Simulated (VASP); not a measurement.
ZrAl3B3N, 8 atoms in the cell. Symmetry: P4mm, No. 99, tetragonal system. The conventional cell has a = 4.854 Å, b = 4.854 Å, c = 4.747 Å, α = 90.00°, β = 90.00°, γ = 90.00°. Zr (site symmetry 4mm) has 1 B at 1.84 Å within 2.4 Å. Within 3.2 Å of Al (site symmetry 2mm) lie 4 B at 2.26 to 2.48 Å and 2 N at 2.44 Å and 2 Zr at 3.02 Å and 2 Al at 3.17 Å. Within 2.5 Å of Al (site symmetry 4mm) lie 1 N at 1.78 Å and 4 B at 2.47 Å. B (site symmetry 2mm) has 4 Al at 2.26 to 2.48 Å and 2 Zr at 2.52 Å within 3.0 Å. Within 2.5 Å of B (site symmetry 4mm) lie 1 Zr at 1.84 Å and 4 Al at 2.43 Å. Within 2.5 Å of N (site symmetry 4mm) lie 5 Al at 1.78 to 2.44 Å. The cell was generated, and may not be a known phase.

```yaml
Program: VASP 6.6.1
Task: relaxation of cell and atoms
Functional: PBE
Potentials_or_basis: VASP PAW PBE potentials, release 64 (Zr_sv, Al, B, N)
Cutoff: 600 eV
k_mesh: 3 × 3 × 3
Occupations: gaussian, width 0.15 eV
Spin: no spin polarisation
Dipole_correction: no
Further_INCAR_settings: ALGO = Normal; EDIFF = 1e-06; IBRION = 2; EDIFFG = -0.08; NSW = 36; ISIF = 3
```

Potentials or basis: VASP PAW PBE potentials, release 64 (Zr_sv, Al, B, N).

The run is started by

```sh
$ cat potpaw_PBE.64/Zr_sv/POTCAR potpaw_PBE.64/Al/POTCAR potpaw_PBE.64/B/POTCAR potpaw_PBE.64/N/POTCAR > POTCAR
$ mpirun -np 1 vasp_std > vasp.out
```

Hardware: 1 thread of Intel(R) Xeon(R) 6975P-C (Granite Rapids), with other jobs on the host.

Q: Estimate the wall time of this run.

A: Run time: 2.2 min on 1 thread of Intel(R) Xeon(R) 6975P-C (Granite Rapids) (shared host), peak memory 0.25 GiB. Counts: scf iterations 132, k points 6, ion steps 15.
